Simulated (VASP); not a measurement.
## AlN: elastic constants with PBEsol

AlN:

```
Al N
1.0
     3.11379    0.00000    0.00000
    -1.55690    2.69662    0.00000
     0.00000    0.00000    4.98349
Al N
2 2
Direct
  0.33333 0.66667 0.99901
  0.66667 0.33333 0.49901
  0.33333 0.66667 0.38099
  0.66667 0.33333 0.88099
```

| Property | Result |
| --- | --- |
| Program | VASP 6.6.1 |
| Task | elastic constants |
| Functional | PBEsol |
| Potentials or basis | VASP PAW PBE potentials, release 64 (Al, N) |
| Cutoff | 600 eV |
| k mesh | 12 × 12 × 6 |
| Occupations | gaussian, width 0.01 eV |
| Spin | no spin polarisation |
| Dipole correction | no |
| Ions in elastic constants | relaxed |
| Further INCAR settings | ALGO = Normal; EDIFF = 1e-08; NBANDS = 16; IBRION = 6; POTIM = 0.015; NSW = 1; ISIF = 3 |

| Property | Result |
| --- | --- |
| Voigt bulk modulus | 202 GPa |
| Highest phonon frequency at Γ, LO-TO splitting left out | 715 cm⁻¹ |

Phonon frequencies in cm⁻¹ (negative: imaginary):
| q point | frequencies |
| --- | --- |
| (0.000, 0.000, 0.000) | 0 0 0 236 236 543 609 655 655 666 666 715 |

Elastic tensor in Voigt notation (GPa, in the Cartesian axes of the cell as first typed):
```
380 138 107   0   0   0
138 380 107   0   0   0
107 107 355   0   0   0
  0   0   0 111   0   0
  0   0   0   0 111   0
  0   0   0   0   0 121
```

Clamped-ion elastic tensor (GPa):
```
454 102  65   0   0   0
102 454  65   0   0   0
 65  65 449   0   0   0
  0   0   0 126   0   0
  0   0   0   0 126   0
  0   0   0   0   0 176
```

It took 36 min on 1 thread of Intel(R) Xeon(R) Platinum 8259CL CPU @ 2.50GHz (Skylake/Cascade Lake), with other jobs on the host, peak memory 0.61 GiB.

Caveat: the PAW data sets were made with another functional, which shifts forces and pressure a little.
